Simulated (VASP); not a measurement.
Wanted: the native input for a VASP 6.6.1 run.

```
Task                   : single point
Functional             : PBE
Potentials or basis    : VASP PAW PBE potentials, release 64 (Ta_pv, N)
Cutoff                 : 520 eV
k mesh                 : 9 × 9 × 8
Occupations            : gaussian, width 0.15 eV
Spin                   : no spin polarisation
Dipole correction      : no
Further INCAR settings : ALGO = Normal; EDIFF = 1e-06; NBANDS = 50
```

The structure of Ta2N lies in POSCAR:

```
Ta2N
1.0
    5.4248118751      0.0000000000      0.0000000000
   -2.7124059375      4.6980248946      0.0000000000
    0.0000000000      0.0000000000      4.7553900897
Ta N
6 3
Direct
    0.6670723593      0.6670723593      0.7528547364
    0.0000000000      0.3329276407      0.7528547364
    0.3329276407      0.0000000000      0.7528547364
    0.3329276407      0.3329276407      0.2471452636
    0.0000000000      0.6670723593      0.2471452636
    0.6670723593      0.0000000000      0.2471452636
    0.6666666667      0.3333333333      0.5000000000
    0.3333333333      0.6666666667      0.5000000000
    0.0000000000      0.0000000000      0.0000000000
```

This cell differs from its parent crystal: c/a of the conventional cell at fixed volume 0.8766.

These files were run (other wordings do the same):

INCAR

```
SYSTEM = Ta2N
  ALGO = Normal
  EDIFF = 1E-6
  ENCUT = 520
  GGA = PE
  ISIF = 2
  ISMEAR = 0
  LASPH = .TRUE.
  LCHARG = .TRUE.
  LELF = .TRUE.
  LREAL = .FALSE.
  LVHAR = .TRUE.
  LWAVE = .FALSE.
  NBANDS = 50
  NELM = 80
  PREC = Accurate
  SIGMA = 0.15
```

KPOINTS

```
k-points
0
G
  9 9 8
  0 0 0
```

Potentials or basis: VASP PAW PBE potentials, release 64 (Ta_pv, N).

Run with:

```console
$ cat potpaw_PBE.64/Ta_pv/POTCAR potpaw_PBE.64/N/POTCAR > POTCAR
$ mpirun -np 1 vasp_std > vasp.out
```

It gave:

- Pressure: 1.2 GPa
- Largest force: 0.064 eV/Å
- Band gap on the k mesh: zero (an odd number of electrons rules out a gap without spin polarisation)

Caveat: the stress differs along the axes, from -5 to 13 GPa; spin-orbit coupling is left out, which moves the levels of the heavy elements.

Run time: 3.6 min on 1 thread of Intel(R) Xeon(R) 6975P-C (Granite Rapids) (shared host), peak memory 0.47 GiB.
